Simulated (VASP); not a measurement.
A run of VASP 6.6.1 is set up as follows.

File INCAR:

```
ALGO     = Normal         # electronic algorithm
EDIFF    = 1E-6           # SCF threshold, eV
ENCUT    = 520            # plane-wave cutoff, eV
GGA      = PE             # functional
ISIF     = 2              # what is computed and relaxed
ISMEAR   = 0              # smearing method
LASPH    = T              # aspherical terms in the spheres
LCHARG   = T              # write CHGCAR
LELF     = T              # ELF
LREAL    = F              # projectors in reciprocal space
LVHAR    = T            
LWAVE    = F              # write WAVECAR
NBANDS   = 36             # bands
NELM     = 80             # most SCF steps
PREC     = Accurate       # precision mode
SIGMA    = 0.1            # smearing width, eV
```

Contents of KPOINTS:

```
k-points
0
Gamma
  4 4 4
```

POSCAR

```
MgAuC4N4
1.0
    5.9553680300      0.0000000000      0.0000000000
    0.0000000000      5.9553680300      0.0000000000
    0.0000000000      0.0000000000      5.9553680300
Mg C Au N
1 4 1 4
Direct
    0.0000000000      0.0000000000      0.0000000000
    0.1919534700      0.1919534700      0.1919534700
    0.1919534700      0.8080465300      0.8080465300
    0.8080465300      0.1919534700      0.8080465300
    0.8080465300      0.8080465300      0.1919534700
    0.5000000000      0.5000000000      0.5000000000
    0.3053805100      0.3053805100      0.3053805100
    0.3053805100      0.6946194900      0.6946194900
    0.6946194900      0.3053805100      0.6946194900
    0.6946194900      0.6946194900      0.3053805100
```

Potentials or basis: VASP PAW PBE potentials, release 64 (Mg, C, Au, N).

Launch:

```console
$ cat potpaw_PBE.64/Mg/POTCAR potpaw_PBE.64/C/POTCAR potpaw_PBE.64/Au/POTCAR potpaw_PBE.64/N/POTCAR > POTCAR
$ mpirun -np 1 vasp_std > vasp.out
```

Problem. Predict the band gap on the k mesh.

Solution. Zero (an odd number of electrons rules out a gap without spin polarisation).

Problem. Predict the largest force.

Solution. 1.912 eV/Å.

Problem. Predict the pressure.

Solution. 8.2 GPa.

Forces in eV/Å, atoms in the order of the input:
```
Mg   0.000  0.000  0.000
C    1.104  1.104  1.104
C    1.104 -1.104 -1.104
C   -1.104  1.104 -1.104
C   -1.104 -1.104  1.104
Au   0.000  0.000  0.000
N   -0.788 -0.788 -0.788
N   -0.788  0.788  0.788
N    0.788 -0.788  0.788
N    0.788  0.788 -0.788
```

Caveat: the cell stands under pressure; spin-orbit coupling is left out, which moves the levels of the heavy elements; forces of over 1 eV/Å act on the atoms, so gaps and moduli don't describe the material at rest.
